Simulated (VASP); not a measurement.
Ti, 2 atoms in the cell. Symmetry: P6_3/mmc, No. 194, hexagonal system. Conventional cell: a = 2.864 Å, b = 2.864 Å, c = 4.540 Å, α = 90.00°, β = 90.00°, γ = 120.00°. Ti (site symmetry -6m2) has 12 Ti at 2.81 to 2.86 Å within 3.7 Å. 

* Program: VASP 6.6.1
* Task: single point
* Functional: LDA
* Potentials or basis: VASP PAW LDA potentials, release 64 (Ti_sv)
* Cutoff: 520 eV
* k mesh: 13 × 13 × 7
* Occupations: fermi-dirac, width 0.1 eV
* Spin: no spin polarisation
* Dipole correction: no
* Further INCAR settings: ALGO = Normal; EDIFF = 1e-07; NBANDS = 19

Potentials or basis: VASP PAW LDA potentials, release 64 (Ti_sv).

Run with:

```console
$ cat potpaw_LDA.64/Ti_sv/POTCAR > POTCAR
$ mpirun -np 1 vasp_std > vasp.out
```

Hardware: 1 thread of Intel(R) Xeon(R) Platinum 8559C (Emerald Rapids), with other jobs on the host.

Q: Estimate the wall time of this run.

A: Run time: 23 s on 1 thread of Intel(R) Xeon(R) Platinum 8559C (Emerald Rapids), with other jobs on the host, peak memory 0.16 GiB. Counts: scf iterations 15, k points 84.
